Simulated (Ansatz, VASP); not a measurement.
Te: VASP beside Ansatz

```
Te
1.0
     3.15094   -4.81100    0.00000
     3.15094    4.81100    0.00000
     0.00000    0.00000    6.33291
Te
5
Direct
  0.50000 0.00000 0.26332
  0.00000 0.50000 0.73668
  0.00000 0.50000 0.26332
  0.50000 0.00000 0.73668
  0.00000 0.00000 0.00000
```

Alike in both runs: functional PBE; k mesh 8 × 8 × 6; occupations gaussian, width 0.1 eV; no spin polarisation.

Ansatz relaxed the structure, and its values are those at the end. VASP's run is a single point on that final structure, the one shown.

|  | VASP | Ansatz |
| --- | --- | --- |
| version | VASP 6.6.1 | Ansatz 0.2.0 |
| potentials or method | VASP PAW PBE potentials, release 64 (Te), cutoff 520 eV | scalar-relativistic, plane waves, PAW |
| valence electrons in the cell | 30 | 80 |

Ansatz gave:

* gap on the k mesh at the Fermi level (eV): none
* pressure (GPa): 0.0
* rms of the force components (eV/Å): 0.001

Question: What did VASP give for the same quantities?

Answer: gap on the k mesh at the Fermi level (eV): none; pressure (GPa): 0.0; rms of the force components (eV/Å): 0.003.

A gap of «none» marks a metal or a gap that the smearing closes. VASP's potentials hold 30 valence electrons a cell and Ansatz's 80, so a difference there can come from the potentials and not from the codes.

Spin-orbit coupling is off throughout.
